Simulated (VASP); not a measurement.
# Al2O3 (P-6m2) in VASP: single point with LDA

Aim: the single point of Al2O3 with LDA.

Program: VASP 6.6.1. These are calculated values, not measurements. Logs are shortened: lines on timing, memory, paths and dates and some standing lists are left out, and cuts for length are marked.

## Step 1: The cell of the first run

Symmetry: P-6m2, No. 187, hexagonal system. Conventional cell: a = 2.884 Å, b = 2.884 Å, c = 9.337 Å, α = 90.00°, β = 90.00°, γ = 120.00°. Within 2.4 Å of Al (site symmetry 3m) lie 6 O at 1.80 to 2.18 Å. Within 2.4 Å of O (site symmetry 3m) lie 3 Al at 1.80 Å. Within 2.9 Å of O (site symmetry -6m2) lie 6 Al at 2.18 Å and 12 O at 2.66 to 2.88 Å.

## Step 2: Single point, LDA

Input file INCAR:

```
ALGO = Normal
EDIFF = 1E-7
ENCUT = 520
ISIF = 2
ISMEAR = 0
LASPH = True
LCHARG = True
LELF = True
LREAL = False
LVHAR = True
LWAVE = False
NBANDS = 20
NELM = 100
PREC = Accurate
SIGMA = 0.01
```

Input file KPOINTS:

```
k-points
0
Gamma
  7 7 2
```

Input file POSCAR:

```
Al2O3
1.0
    2.8843249500      0.0000000000      0.0000000000
   -1.4421624700      2.4978986800      0.0000000000
    0.0000000000      0.0000000000      9.3367544600
Al O
2 3
Direct
    0.0000000000      0.0000000000      0.1499923300
    0.0000000000      0.0000000000      0.8500076700
    0.3333333333      0.6666666667      0.2223169200
    0.6666666667      0.3333333333      0.0000000000
    0.3333333333      0.6666666667      0.7776830800
```

Potentials or basis: VASP PAW LDA potentials, release 64 (Al, O).

Started as:

```sh
cat potpaw_LDA.64/Al/POTCAR potpaw_LDA.64/O/POTCAR > POTCAR
mpirun -np 1 vasp_std > vasp.out
```

OUTCAR:

```text
EDIFF = 1E-7
   ENCUT = 520
   ISIF = 2
   ISMEAR = 0
   LASPH = True
   LREAL = False
   NELM = 100
   PREC = Accurate

 ion  position               nearest neighbor table
   1  0.000  0.000  0.150-   3 1.80   3 1.80   3 1.80   4 2.18   4 2.18   4 2.18   2 2.80
   2  0.000  0.000  0.850-   5 1.80   5 1.80   5 1.80   4 2.18   4 2.18   4 2.18   1 2.80
   3  0.333  0.667  0.222-   1 1.80   1 1.80   1 1.80
   4  0.667  0.333  0.000-   1 2.18   2 2.18   1 2.18   2 2.18   1 2.18   2 2.18
   5  0.333  0.667  0.778-   2 1.80   2 1.80   2 1.80

  LATTYP: Found a hexagonal cell.
 ALAT       =     2.8843249500
 C/A-ratio  =     3.2370674670

  Lattice vectors:

 A1 = (   2.8843249500,   0.0000000000,   0.0000000000)
 A2 = (  -1.4421624700,   2.4978986800,   0.0000000000)
 A3 = (   0.0000000000,   0.0000000000,   9.3367544600)

Analysis of symmetry for initial positions (statically):
=====================================================================
 Subroutine PRICEL returns:
 Original cell was already a primitive cell.

 Routine SETGRP: Setting up the symmetry group for a
 hexagonal supercell.

 Subroutine GETGRP returns: Found 12 space group operations
 (whereof 12 operations were pure point group operations)
 out of a pool of 24 trial point group operations.

The static configuration has the point symmetry D_3h.

Analysis of symmetry for dynamics (positions and initial velocities):
=====================================================================
 Subroutine PRICEL returns:
 Original cell was already a primitive cell.

 Routine SETGRP: Setting up the symmetry group for a
 hexagonal supercell.

 Subroutine GETGRP returns: Found 12 space group operations
 (whereof 12 operations were pure point group operations)
 out of a pool of 24 trial point group operations.

The dynamic configuration has the point symmetry D_3h.

 Subroutine INISYM returns: Found 12 space group operations
 (whereof 12 operations are pure point group operations),
 and found     1 'primitive' translations

----------------------------------------------------------------------------------------

                                     Primitive cell

  volume of cell :      67.2690

  direct lattice vectors                    reciprocal lattice vectors
     2.884324950  0.000000000  0.000000000     0.346701574  0.200168246  0.000000000
    -1.442162470  2.497898680  0.000000000     0.000000000  0.400336494  0.000000000
     0.000000000  0.000000000  9.336754460     0.000000000  0.000000000  0.107103598

  length of vectors
     2.884324950  2.884324948  9.336754460     0.400336494  0.400336494  0.107103598

  position of ions in fractional coordinates (direct lattice)
     0.000000000  0.000000000  0.149992330
     0.000000000  0.000000000  0.850007670
     0.333333333  0.666666667  0.222316920
     0.666666667  0.333333333  0.000000000
     0.333333333  0.666666667  0.777683080

  ion indices of the primitive-cell ions
   primitive index   ion index
                 1           1
                 2           2
                 3           3
                 4           4
                 5           5

----------------------------------------------------------------------------------------

 KPOINTS: k-points

Automatic generation of k-mesh.
 Grid dimensions read from file:
 generate k-points for:    7    7    2

 Generating k-lattice:

  Cartesian coordinates                     Fractional coordinates (reciprocal lattice)
     0.049528796  0.028595464  0.000000000     0.142857143  0.000000000  0.000000000
     0.000000000  0.057190928  0.000000000     0.000000000  0.142857143  0.000000000
     0.000000000  0.000000000  0.053551799     0.000000000  0.000000000  0.500000000

  Length of vectors
     0.057190928  0.057190928  0.053551799

  Shift w.r.t. Gamma in fractional coordinates (k-lattice)
     0.000000000  0.000000000  0.000000000

 Subroutine IBZKPT returns following result:
 ===========================================

 Found     16 irreducible k-points:

 Following reciprocal coordinates:
            Coordinates               Weight
  0.000000  0.000000  0.000000      1.000000
  0.142857 -0.000000  0.000000      6.000000
  0.285714  0.000000  0.000000      6.000000
  0.428571  0.000000  0.000000      6.000000
  0.142857  0.142857  0.000000      6.000000
  0.285714  0.142857  0.000000     12.000000
[... 8 lines left out ...]
  0.428571  0.142857  0.500000      6.000000
  0.285714  0.285714  0.500000      6.000000
   k-points           NKPTS =     16   k-points in BZ     NKDIM =     16   number of bands    NBANDS=     20
   number of dos      NEDOS =    301   number of ions     NIONS =      5
   total plane-waves  NPLWV =  40320
   dimension x,y,z NGX =    24 NGY =   24 NGZ =   70
   dimension x,y,z NGXF=    48 NGYF=   48 NGZF=  140
   ions per type =               2   3
   NGX,Y,Z   is equivalent  to a cutoff of  13.83, 13.83, 12.46 a.u.
   NGXF,Y,Z  is equivalent  to a cutoff of  27.67, 27.67, 24.93 a.u.
 SYSTEM =  unknown system
   PREC   = accura    normal or accurate (medium, high low for compatibility)
   ISTART =      0    job   : 0-new  1-cont  2-samecut
   ICHARG =      2    charge: 1-file 2-atom 10-const
   ISPIN  =      1    spin polarized calculation?
   LNONCOLLINEAR =      F non collinear calculations
   LSORBIT =      F    spin-orbit coupling
   LASPH  =      T    aspherical Exc in radial PAW
   ENCUT  =  520.0 eV  38.22 Ry    6.18 a.u.   5.36  5.36 17.36*2*pi/ulx,y,z
   NELM   =    100;   NELMIN=  2; NELMDL= -5     # of ELM steps
   EDIFF  = 0.1E-06   stopping-criterion for ELM
   LREAL  =      F    real-space projection
   EDIFFG = 0.1E-05   stopping-criterion for IOM
   NSW    =      0    number of steps for IOM
   IBRION =     -1    ionic relax: 0-MD 1-quasi-New 2-CG
   NFREE  =      0    steps in history (QN), initial steepest desc. (CG)
   ISIF   =      2    stress and relaxation
   ISYM   =      2    0-nonsym 1-usesym 2-fastsym
   POTIM  = 0.5000    time-step for ionic-motion
   TEBEG  =    0.0;   TEEND  =   0.0 temperature during run
   PSTRESS=    0.0 pullay stress
   NELECT =      24.0000    total number of electrons
   NUPDOWN=      -1.0000    fix difference up-down
   EMIN   =  10.00;   EMAX   =-10.00  energy-range for DOS
   EFERMI =   0.00;   METHOD = LEGACY
   ISMEAR =     0;   SIGMA  =   0.01  broadening in eV -4-tet -1-fermi 0-gaus
   EFERMI_NEDOS =   21; number of points for ismear=-14 and -15
   IALGO  =     38    algorithm
   IMIX   =      4    mixing-type and parameters
     AMIX     =   0.40;   BMIX     =  1.00
     AMIX_MAG =   1.60;   BMIX_MAG =  1.00
  volume/ion in A,a.u.               =      13.45        90.79
  Fermi-wavevector in a.u.,A,eV,Ry     =   1.161111  2.194181 18.343074  1.348178
  Thomas-Fermi vector in A             =   2.297686
   LORBIT       =      0    0 simple, 1 ext, 2 COOP (PROOUT), +10 PAW based schemes
   GGA     = CA    functional components
   LHFCALC =     F    Hartree Fock is set to
   AEXX    =    0.0000 exact exchange contribution
   IVDW    =     0    specifies the selected vdW correction
   LEPSILON=     F    determine dielectric tensor
   LRPA    =     F    only Hartree local field effects (RPA)
 non-spin polarized calculation
 Gauss-broadening in eV      SIGMA  =   0.01
  energy-cutoff  :      520.00
  volume of cell :       67.27
 maximum number of plane-waves:      1846
 NGX is ok and might be reduce to    24
   NGX = 11   NGY = 11   NGZ = 35

 number of electron      23.9999982 magnetization

 Free energy of the ion-electron system (eV)
  ---------------------------------------------------
  ext. energy  EPLUGINS =         0.00000000
  ---------------------------------------------------
  free energy    TOTEN  =       -40.09310774 eV

  energy without entropy =      -40.09310774  energy(sigma->0) =      -40.09310774

 E-fermi :   0.6291     XC(G=0):  -8.8992

 val. band max:        0.5461205754   @ k =   0.1429  -0.0000   0.0000
 cond. band min:       5.3044313384   @ k =   0.0000   0.0000   0.0000
 fundamental gap:      4.7583107630
 Fermi energy:         0.6290602192

 k-point     1 :       0.0000    0.0000    0.0000
  band No.  band energies     occupation
      1     -17.9012      2.00000
      2     -16.8459      2.00000
      3     -15.6112      2.00000
      4      -4.4245      2.00000
      5      -1.5474      2.00000
      6      -0.9202      2.00000
[... 12 lines left out ...]
     19      15.1692      0.00000
     20      15.1725      0.00000

 k-point     2 :       0.1429   -0.0000    0.0000
  band No.  band energies     occupation
      1     -17.6495      2.00000
      2     -16.6575      2.00000
      3     -15.5207      2.00000
      4      -4.2987      2.00000
      5      -2.2325      2.00000
      6      -1.5722      2.00000
[... 12 lines left out ...]
     19      13.7217      0.00000
     20      14.7973      0.00000

 k-point     3 :       0.2857    0.0000    0.0000
  band No.  band energies     occupation
      1     -16.9816      2.00000
      2     -16.1954      2.00000
      3     -15.3559      2.00000
      4      -4.4531      2.00000
      5      -3.9614      2.00000
      6      -2.8037      2.00000
[... 12 lines left out ...]
     19      13.1617      0.00000
     20      13.8953      0.00000

 k-point     4 :       0.4286    0.0000    0.0000
  band No.  band energies     occupation
      1     -16.2168      2.00000
      2     -15.7755      2.00000
      3     -15.3757      2.00000
      4      -5.2496      2.00000
      5      -5.1639      2.00000
      6      -3.7299      2.00000
[... 245 lines left out ...]
 k-point    15 :       0.4286    0.1429    0.5000
  band No.  band energies     occupation
      1     -15.9437      2.00000
      2     -15.6588      2.00000
      3     -15.4279      2.00000
      4      -5.2639      2.00000
      5      -5.0829      2.00000
      6      -3.6954      2.00000
[... 12 lines left out ...]
     19      13.5434      0.00000
     20      13.9984      0.00000

 k-point    16 :       0.2857    0.2857    0.5000
  band No.  band energies     occupation
      1     -15.8536      2.00000
      2     -15.6117      2.00000
      3     -15.4179      2.00000
      4      -4.9252      2.00000
      5      -4.6874      2.00000
      6      -3.6859      2.00000
[... 12 lines left out ...]
     19      13.6076      0.00000
     20      13.6898      0.00000

------------------------ aborting loop because EDIFF is reached ----------------------------------------

  FORCE on cell =-STRESS in cart. coord.  units (eV):
  Direction    XX          YY          ZZ          XY          YZ          ZX
  --------------------------------------------------------------------------------------
  -------------------------------------------------------------------------------------
  Total       -2.9768448     -2.9768448     -2.0984773     -0.0000000     -0.0000000      0.0000000
  in kB      -70.9009138    -70.9009138    -49.9804214     -0.0000001     -0.0000000      0.0000000
  external PRESSURE =     -63.9274164 kB  Pullay stress =       0.0000000 kB

 VOLUME and BASIS-vectors are now :
 -----------------------------------------------------------------------------
  energy-cutoff  :      520.00
  volume of cell :       67.27
      direct lattice vectors                 reciprocal lattice vectors
     2.884324950  0.000000000  0.000000000     0.346701574  0.200168246  0.000000000
    -1.442162470  2.497898680  0.000000000     0.000000000  0.400336494  0.000000000
     0.000000000  0.000000000  9.336754460     0.000000000  0.000000000  0.107103598

 POSITION                                       TOTAL-FORCE (eV/Angst)
 -----------------------------------------------------------------------------------
      0.00000      0.00000      1.40044         0.000000      0.000000      0.018617
      0.00000      0.00000      7.93631         0.000000      0.000000     -0.018617
      0.00000      1.66527      2.07572        -0.000000     -0.000000     -0.497972
      1.44216      0.83263      0.00000         0.000000     -0.000000      0.000000
      0.00000      1.66527      7.26104        -0.000000     -0.000000      0.497972
 -----------------------------------------------------------------------------------
    total drift:                                0.000001     -0.000000      0.000000

  FREE ENERGIE OF THE ION-ELECTRON SYSTEM (eV)
  ---------------------------------------------------
  free  energy   TOTEN  =       -40.0931077362 eV

  energy  without entropy=      -40.0931077362  energy(sigma->0) =      -40.09310774
```

Run time: 12 s. Hardware: 1 thread of Intel Xeon 6975P-C (Granite Rapids), shared host; peak memory 0.16 GiB.

Results:

| Property | Result |
| --- | --- |
| Free energy | -40.0931 eV |
| Pressure | -6.4 GPa |
| Largest force | 0.498 eV/Å |
| Band gap on the k mesh | 4.76 eV, indirect (least direct gap 4.99 eV) |

Forces on the atoms (eV/Å):
```
Al   0.000  0.000  0.019
Al   0.000  0.000 -0.019
O    0.000  0.000 -0.498
O    0.000  0.000  0.000
O    0.000  0.000  0.498
```

Levels at points of the mesh, in eV from the valence-band top:
```csv
k point,band 10,band 11,band 12,band 13,band 14,band 15
"(0.00, 0.00, 0.00)",-0.52,-0.52,-0.23,4.76,7.41,7.71
"(0.00, 0.00, 0.50)",-0.52,-0.52,-0.28,4.88,7.00,7.85
```

A k mesh can miss the band edges. As with any semilocal functional, this LDA gap is likely too small.
